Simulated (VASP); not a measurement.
# TaN (P-6m2) in VASP: notebook

Runs on TaN. Level: LDA. Tasks: single point.

Everything below comes from runs of VASP 6.6.1. Logs are shortened: lines on timing, memory, paths and dates and some standing lists are left out, and cuts for length are marked.

## Step 1: The cell of the first run

Symmetry: P-6m2, No. 187, hexagonal system. The conventional cell has a = 2.857 Å, b = 2.857 Å, c = 2.804 Å, α = 90.00°, β = 90.00°, γ = 120.00°. Ta (site symmetry -6m2) has 6 N at 2.17 Å and 8 Ta at 2.80 to 2.86 Å within 2.9 Å. Within 2.9 Å of N (site symmetry -6m2) lie 6 Ta at 2.17 Å and 8 N at 2.80 to 2.86 Å.

## Step 2: Single point, LDA

File INCAR:

```
SYSTEM = TaN
ALGO = Normal
EDIFF = 1E-7
ENCUT = 520
GGA = CA
ISIF = 2
ISMEAR = -1
LASPH = .True.
LCHARG = .False.
LREAL = .False.
LWAVE = .False.
NBANDS = 15
NELM = 60
PREC = Accurate
SIGMA = 0.1
```

File KPOINTS:

```
k-points
0
Gamma
  11 11 10
  0 0 0
```

File POSCAR:

```
TaN
1.0
    2.8574659714      0.0000000000      0.0000000000
   -1.4287329857      2.4746384754      0.0000000000
    0.0000000000      0.0000000000      2.8039735860
Ta N
1 1
Direct
    0.3333333333      0.6666666667      0.5000000000
    0.0000000000      0.0000000000      0.0000000000
```

Potentials or basis: VASP PAW LDA potentials, release 64 (Ta_pv, N).

Run with:

```
cat potpaw_LDA.64/Ta_pv/POTCAR potpaw_LDA.64/N/POTCAR > POTCAR
mpirun -np 1 vasp_std > vasp.out
```

OUTCAR:

```text
SYSTEM = TaN
   EDIFF = 1E-7
   ENCUT = 520
   GGA = CA
   ISIF = 2
   ISMEAR = -1
   LASPH = .True.
   LREAL = .False.
   NELM = 60
   PREC = Accurate

 ion  position               nearest neighbor table
   1  0.333  0.667  0.500-   2 2.17   2 2.17   2 2.17   2 2.17   2 2.17   2 2.17
   2  0.000  0.000  0.000-   1 2.17   1 2.17   1 2.17   1 2.17   1 2.17   1 2.17

  LATTYP: Found a hexagonal cell.
 ALAT       =     2.8574659714
 C/A-ratio  =     0.9812797822

  Lattice vectors:

 A1 = (   2.8574659714,   0.0000000000,   0.0000000000)
 A2 = (  -1.4287329857,   2.4746384754,   0.0000000000)
 A3 = (   0.0000000000,   0.0000000000,   2.8039735860)

Analysis of symmetry for initial positions (statically):
=====================================================================
 Subroutine PRICEL returns:
 Original cell was already a primitive cell.

 Routine SETGRP: Setting up the symmetry group for a
 hexagonal supercell.

 Subroutine GETGRP returns: Found 12 space group operations
 (whereof 12 operations were pure point group operations)
 out of a pool of 24 trial point group operations.

The static configuration has the point symmetry D_3h.

Analysis of symmetry for dynamics (positions and initial velocities):
=====================================================================
 Subroutine PRICEL returns:
 Original cell was already a primitive cell.

 Routine SETGRP: Setting up the symmetry group for a
 hexagonal supercell.

 Subroutine GETGRP returns: Found 12 space group operations
 (whereof 12 operations were pure point group operations)
 out of a pool of 24 trial point group operations.

The dynamic configuration has the point symmetry D_3h.

 Subroutine INISYM returns: Found 12 space group operations
 (whereof 12 operations are pure point group operations),
 and found     1 'primitive' translations

----------------------------------------------------------------------------------------

                                     Primitive cell

  volume of cell :      19.8274

  direct lattice vectors                    reciprocal lattice vectors
     2.857465971  0.000000000  0.000000000     0.349960423  0.202049716  0.000000000
    -1.428732986  2.474638475  0.000000000     0.000000000  0.404099431  0.000000000
     0.000000000  0.000000000  2.803973586     0.000000000  0.000000000  0.356636740

  length of vectors
     2.857465971  2.857466278  2.803973586     0.404099474  0.404099431  0.356636740

  position of ions in fractional coordinates (direct lattice)
     0.333333333  0.666666667  0.500000000
     0.000000000  0.000000000  0.000000000

  ion indices of the primitive-cell ions
   primitive index   ion index
                 1           1
                 2           2

----------------------------------------------------------------------------------------

 KPOINTS: k-points

Automatic generation of k-mesh.
 Grid dimensions read from file:
 generate k-points for:   11   11   10

 Generating k-lattice:

  Cartesian coordinates                     Fractional coordinates (reciprocal lattice)
     0.031814584  0.018368156  0.000000000     0.090909091  0.000000000  0.000000000
     0.000000000  0.036736312  0.000000000     0.000000000  0.090909091  0.000000000
     0.000000000  0.000000000  0.035663674     0.000000000  0.000000000  0.100000000

  Length of vectors
     0.036736316  0.036736312  0.035663674

  Shift w.r.t. Gamma in fractional coordinates (k-lattice)
     0.000000000  0.000000000  0.000000000

 Subroutine IBZKPT returns following result:
 ===========================================

 Found     96 irreducible k-points:

 Following reciprocal coordinates:
            Coordinates               Weight
  0.000000  0.000000  0.000000      1.000000
  0.090909 -0.000000  0.000000      6.000000
  0.181818 -0.000000  0.000000      6.000000
  0.272727 -0.000000  0.000000      6.000000
  0.363636 -0.000000  0.000000      6.000000
  0.454545 -0.000000  0.000000      6.000000
[... 16 lines left out ...]
  0.090909  0.090909  0.100000     12.000000
  0.181818  0.090909  0.100000     24.000000
 [... further k-points ...]
   k-points           NKPTS =     96   k-points in BZ     NKDIM =     96   number of bands    NBANDS=     15
   number of dos      NEDOS =    301   number of ions     NIONS =      2
   total plane-waves  NPLWV =  13824
   dimension x,y,z NGX =    24 NGY =   24 NGZ =   24
   dimension x,y,z NGXF=    48 NGYF=   48 NGZF=   48
   ions per type =               1   1
   NGX,Y,Z   is equivalent  to a cutoff of  13.96, 13.96, 14.23 a.u.
   NGXF,Y,Z  is equivalent  to a cutoff of  27.93, 27.93, 28.46 a.u.
 SYSTEM =  TaN
   PREC   = accura    normal or accurate (medium, high low for compatibility)
   ISTART =      0    job   : 0-new  1-cont  2-samecut
   ICHARG =      2    charge: 1-file 2-atom 10-const
   ISPIN  =      1    spin polarized calculation?
   LNONCOLLINEAR =      F non collinear calculations
   LSORBIT =      F    spin-orbit coupling
   LASPH  =      T    aspherical Exc in radial PAW
   ENCUT  =  520.0 eV  38.22 Ry    6.18 a.u.   5.31  5.31  5.21*2*pi/ulx,y,z
   NELM   =     60;   NELMIN=  2; NELMDL= -5     # of ELM steps
   EDIFF  = 0.1E-06   stopping-criterion for ELM
   LREAL  =      F    real-space projection
   EDIFFG = 0.1E-05   stopping-criterion for IOM
   NSW    =      0    number of steps for IOM
   IBRION =     -1    ionic relax: 0-MD 1-quasi-New 2-CG
   NFREE  =      0    steps in history (QN), initial steepest desc. (CG)
   ISIF   =      2    stress and relaxation
   ISYM   =      2    0-nonsym 1-usesym 2-fastsym
   POTIM  = 0.5000    time-step for ionic-motion
   TEBEG  =    0.0;   TEEND  =   0.0 temperature during run
   PSTRESS=    0.0 pullay stress
   NELECT =      16.0000    total number of electrons
   NUPDOWN=      -1.0000    fix difference up-down
   EMIN   =  10.00;   EMAX   =-10.00  energy-range for DOS
   EFERMI =   0.00;   METHOD = LEGACY
   ISMEAR =    -1;   SIGMA  =   0.10  broadening in eV -4-tet -1-fermi 0-gaus
   EFERMI_NEDOS =   21; number of points for ismear=-14 and -15
   IALGO  =     38    algorithm
   IMIX   =      4    mixing-type and parameters
     AMIX     =   0.40;   BMIX     =  1.00
     AMIX_MAG =   1.60;   BMIX_MAG =  1.00
  volume/ion in A,a.u.               =       9.91        66.90
  Fermi-wavevector in a.u.,A,eV,Ry     =   1.524144  2.880214 31.606524  2.323014
  Thomas-Fermi vector in A             =   2.632491
   LORBIT       =      0    0 simple, 1 ext, 2 COOP (PROOUT), +10 PAW based schemes
   GGA     = CA    functional components
   LHFCALC =     F    Hartree Fock is set to
   AEXX    =    0.0000 exact exchange contribution
   IVDW    =     0    specifies the selected vdW correction
   LEPSILON=     F    determine dielectric tensor
   LRPA    =     F    only Hartree local field effects (RPA)
 non-spin polarized calculation
  energy-cutoff  :      520.00
  volume of cell :       19.83
 maximum number of plane-waves:       549
 NGX is ok and might be reduce to    24
   NGX = 11   NGY = 11   NGZ = 11

 number of electron      15.9999999 magnetization

 Free energy of the ion-electron system (eV)
  ---------------------------------------------------
  ext. energy  EPLUGINS =         0.00000000
  ---------------------------------------------------
  free energy    TOTEN  =       -24.63635405 eV

  energy without entropy =      -24.63271060  energy(sigma->0) =      -24.63453232

 E-fermi :   9.0509     XC(G=0): -14.0358

 val. band max:        8.9683340497   @ k =   0.0000   0.0000   0.4000
 cond. band min:       9.2032605243   @ k =   0.0909  -0.0000   0.5000
 fundamental gap:      0.2349264746
 Fermi energy:         9.0509048593

 k-point     1 :       0.0000    0.0000    0.0000
  band No.  band energies     occupation
      1     -25.3750      2.00000
      2     -25.0581      2.00000
      3     -25.0581      2.00000
      4      -9.1525      2.00000
      5       4.0988      2.00000
      6       4.0988      2.00000
      7       4.4152      2.00000
      8       6.0637      2.00000
      9      12.0318      0.00000
     10      13.0045      0.00000
     11      13.0045      0.00000
     12      13.4531      0.00000
     13      13.4531      0.00000
     14      21.7177      0.00000
     15      22.8836      0.00000

 k-point     2 :       0.0909   -0.0000    0.0000
  band No.  band energies     occupation
      1     -25.3592      2.00000
      2     -25.1821      2.00000
      3     -25.0839      2.00000
      4      -8.9485      2.00000
      5       3.5766      2.00000
      6       4.2518      2.00000
      7       4.6989      2.00000
      8       5.7777      2.00000
      9      12.5862      0.00000
     10      12.7060      0.00000
     11      13.0300      0.00000
     12      13.3512      0.00000
     13      13.7049      0.00000
     14      21.7192      0.00000
     15      22.8174      0.00000

 k-point     3 :       0.1818   -0.0000    0.0000
  band No.  band energies     occupation
      1     -25.5023      2.00000
      2     -25.3165      2.00000
      3     -25.1522      2.00000
      4      -8.4007      2.00000
      5       2.5553      2.00000
      6       4.6500      2.00000
      7       5.1059      2.00000
      8       5.2754      2.00000
      9      11.7891      0.00000
     10      13.0889      0.00000
     11      13.1758      0.00000
     12      14.1628      0.00000
     13      14.2158      0.00000
     14      21.7234      0.00000
     15      22.7543      0.00000
[... 343 lines left out ...]
 k-point    23 :       0.0909    0.0909    0.1000
  band No.  band energies     occupation
      1     -25.4674      2.00000
      2     -25.3725      2.00000
      3     -25.1273      2.00000
      4      -8.3624      2.00000
      5       3.0037      2.00000
      6       4.0171      2.00000
      7       4.5898      2.00000
      8       6.1669      2.00000
      9      11.4223      0.00000
     10      11.9537      0.00000
     11      13.6763      0.00000
     12      14.3211      0.00000
     13      14.7022      0.00000
     14      21.7201      0.00000
     15      22.6098      0.00000

 k-point    24 :       0.1818    0.0909    0.1000
  band No.  band energies     occupation
      1     -25.7211      2.00000
      2     -25.3996      2.00000
      3     -25.2236      2.00000
      4      -7.7764      2.00000
      5       2.0649      2.00000
      6       3.8960      2.00000
      7       4.8659      2.00000
      8       6.1940      2.00000
      9      11.0243      0.00000
     10      12.2268      0.00000
     11      14.0266      0.00000
     12      14.5363      0.00000
     13      15.9418      0.00000
     14      21.7242      0.00000
     15      22.5410      0.00000

 [... further k-points ...]
[... 5 lines left out ...]
  --------------------------------------------------------------------------------------
  -------------------------------------------------------------------------------------
  Total        2.8889468      2.8889476      3.1897623      0.0000000      0.0000000      0.0000000
  in kB      233.4443556    233.4444224    257.7520655      0.0000000      0.0000000      0.0000000
  external PRESSURE =     241.5469478 kB  Pullay stress =       0.0000000 kB

 VOLUME and BASIS-vectors are now :
 -----------------------------------------------------------------------------
  energy-cutoff  :      520.00
  volume of cell :       19.83
      direct lattice vectors                 reciprocal lattice vectors
     2.857465971  0.000000000  0.000000000     0.349960423  0.202049716  0.000000000
    -1.428732986  2.474638475  0.000000000     0.000000000  0.404099431  0.000000000
     0.000000000  0.000000000  2.803973586     0.000000000  0.000000000  0.356636740

 POSITION                                       TOTAL-FORCE (eV/Angst)
 -----------------------------------------------------------------------------------
     -0.00000      1.64976      1.40199        -0.000000      0.000000      0.000000
      0.00000      0.00000      0.00000         0.000000      0.000000      0.000000
 -----------------------------------------------------------------------------------
    total drift:                                0.000000      0.000005     -0.000000

  FREE ENERGIE OF THE ION-ELECTRON SYSTEM (eV)
  ---------------------------------------------------
  free  energy   TOTEN  =       -24.6363540464 eV

  energy  without entropy=      -24.6327105986  energy(sigma->0) =      -24.63453232
```

Run time: 31 s. Hardware: 1 thread of Intel Xeon 6975P-C, shared host; peak memory 0.15 GiB.

What came out:

```yaml
Free_energy: -24.6364 eV
Pressure: 24.2 GPa
Band_gap_on_the_k_mesh: zero (band 8 reaches 9.43 eV, above the bottom of band 9 at 8.88 eV)
```

Levels at points of the mesh, in eV from the Fermi level:
```tsv
k point	band 4	band 5	band 6	band 7	band 8	band 9	band 10	band 11	band 12	band 13
(0.00, 0.00, 0.00)	-18.20	-4.95	-4.95	-4.64	-2.99	2.98	3.95	3.95	4.40	4.40
(0.00, 0.00, 0.50)	-14.96	-9.84	-4.07	-4.07	-0.17	-0.17	2.66	3.50	3.50	9.02
```

Caveat: spin-orbit coupling is left out, which moves the levels of the heavy elements.

## Step 3: Single point, LDA

This run uses another cell than the first one, of 10.34 Å³/atom, 1.043 times its volume.

File INCAR:

```
PREC = Accurate ; ENCUT = 520
EDIFF = 1E-7 ; ISMEAR = -1
SIGMA = 0.1 ; LREAL = F
LASPH = T ; NELM = 80
ALGO = Normal ; ISIF = 2
LWAVE = F ; LCHARG = T
GGA = CA ; LELF = T
LVHAR = T ; NBANDS = 15
```

File KPOINTS:

```
Automatic mesh
0
Gamma
  11 11 10
```

File POSCAR:

```
TaN
1.0
    2.8982924298      0.0000000000      0.0000000000
   -1.4491462149      2.5099952305      0.0000000000
    0.0000000000      0.0000000000      2.8440357641
Ta N
1 1
Direct
    0.3333333333      0.6666666667      0.5000000000
    0.0000000000      0.0000000000      0.0000000000
```

Potentials or basis: VASP PAW LDA potentials, release 64 (Ta_pv, N).

Run with:

```
cat potpaw_LDA.64/Ta_pv/POTCAR potpaw_LDA.64/N/POTCAR > POTCAR
mpirun -np 1 vasp_std > vasp.out
```

It took 34 s on 1 thread of Intel Xeon 6975P-C, shared host; peak memory 0.15 GiB.

Results (log left out):

```yaml
Free_energy: -24.7146 eV
Pressure: 5.3 GPa
Band_gap_on_the_k_mesh: zero (band 8 reaches 8.94 eV, above the bottom of band 9 at 8.42 eV)
```

Stress tensor (GPa, compression positive):
```
5.24 0.00 0.00
0.00 5.24 0.00
0.00 0.00 5.47
```

Levels at points of the mesh, in eV from the Fermi level:
```csv
k point,band 5,band 6,band 7,band 8,band 9,band 10,band 11,band 12
"(0.00, 0.00, 0.00)",-4.74,-4.74,-4.40,-2.93,2.67,3.76,3.76,4.16
"(0.00, 0.00, 0.50)",-9.57,-3.89,-3.89,-0.14,-0.14,2.55,3.39,3.39
```

Caveat: spin-orbit coupling is left out, which moves the levels of the heavy elements.

## Step 4: Single point, LDA

This run uses another cell than the first one, of 10.78 Å³/atom, 1.087 times its volume.

File INCAR:

```
PREC     = Accurate       # precision mode
ENCUT    = 520            # plane-wave cutoff, eV
EDIFF    = 1E-6           # SCF threshold, eV
ISMEAR   = -1             # smearing method
SIGMA    = 0.1            # smearing width, eV
LREAL    = F              # projectors in reciprocal space
LASPH    = T              # aspherical terms in the spheres
NELM     = 80             # most SCF steps
ALGO     = Normal         # electronic algorithm
ISIF     = 2              # what is computed and relaxed
LWAVE    = F              # write WAVECAR
LCHARG   = F              # write CHGCAR
NBANDS   = 15             # bands
```

File KPOINTS:

```
regular mesh
0
Gamma
  11 11 10
```

File POSCAR:

```
TaN
1.0
    2.9380000000      0.0000000000      0.0000000000
   -1.4690000000      2.5443830000      0.0000000000
    0.0000000000      0.0000000000      2.8830000000
Ta N
1 1
Direct
    0.3333333333      0.6666666667      0.5000000000
    0.0000000000      0.0000000000      0.0000000000
```

Run with:

```
cat potpaw_LDA.64/Ta_pv/POTCAR potpaw_LDA.64/N/POTCAR > POTCAR
mpirun -np 1 vasp_std > vasp.out
```

Wall time 32 s (1 thread of Intel Xeon 6975P-C, shared host); peak memory 0.15 GiB.

The run converged. Its results:

| Item | Value |
| --- | --- |
| Free energy | -24.7018 eV |
| Pressure | -9.8 GPa |
| Band gap on the k mesh | zero (band 8 reaches 8.48 eV, above the bottom of band 9 at 7.99 eV) |

Stress tensor (GPa, compression positive):
```
 -9.28   0.00   0.00
  0.00  -9.28   0.00
  0.00   0.00 -10.82
```

Levels at points of the mesh, in eV from the Fermi level:
```
           k point  band 5  band 6  band 7  band 8  band 9  band 10  band 11  band 12
(0.00, 0.00, 0.00)   -4.55   -4.55   -4.20   -2.88    2.36     3.58     3.58     3.93
(0.00, 0.00, 0.50)   -9.31   -3.74   -3.74   -0.12   -0.12     2.43     3.27     3.27
```

Caveat: spin-orbit coupling is left out, which moves the levels of the heavy elements.

## Step 5: Single point, LDA

This run uses another cell than the first one, of 11.21 Å³/atom, 1.130 times its volume.

File INCAR:

```
PREC = Accurate
ENCUT = 520
EDIFF = 1E-6
ISMEAR = -1
SIGMA = 0.1
LREAL = False
LASPH = True
NELM = 60
ALGO = Normal
ISIF = 2
LWAVE = False
LCHARG = True
LELF = True
LVHAR = True
NBANDS = 15
```

KPOINTS is that of step 4.

File POSCAR:

```
TaN
1.0
    2.9766623284      0.0000000000      0.0000000000
   -1.4883311642      2.5778655634      0.0000000000
    0.0000000000      0.0000000000      2.9209385612
Ta N
1 1
Direct
    0.3333333333      0.6666666667      0.5000000000
    0.0000000000      0.0000000000      0.0000000000
```

Run with:

```
cat potpaw_LDA.64/Ta_pv/POTCAR potpaw_LDA.64/N/POTCAR > POTCAR
mpirun -np 1 vasp_std > vasp.out
```

Run time: 36 s. Hardware: 1 thread of Intel Xeon 6975P-C, shared host; peak memory 0.15 GiB.

It converged, with:

```
Free energy            : -24.6159 eV
Pressure               : -21.9 GPa
Band gap on the k mesh : zero (band 8 reaches 8.06 eV, above the bottom of band 9 at 7.59 eV)
```

Stress tensor (GPa, compression positive):
```
-20.95   0.00   0.00
  0.00 -20.95   0.00
  0.00   0.00 -23.91
```

Levels at points of the mesh, in eV from the Fermi level:
| k point | band 5 | band 6 | band 7 | band 8 | band 9 | band 10 | band 11 | band 12 |
| --- | --- | --- | --- | --- | --- | --- | --- | --- |
| (0.00, 0.00, 0.00) | -4.37 | -4.37 | -4.02 | -2.82 | 2.07 | 3.40 | 3.40 | 3.71 |
| (0.00, 0.00, 0.50) | -9.06 | -3.60 | -3.60 | -0.11 | -0.11 | 2.32 | 3.16 | 3.16 |

Caveat: spin-orbit coupling is left out, which moves the levels of the heavy elements.

[end of part 1 of 2]
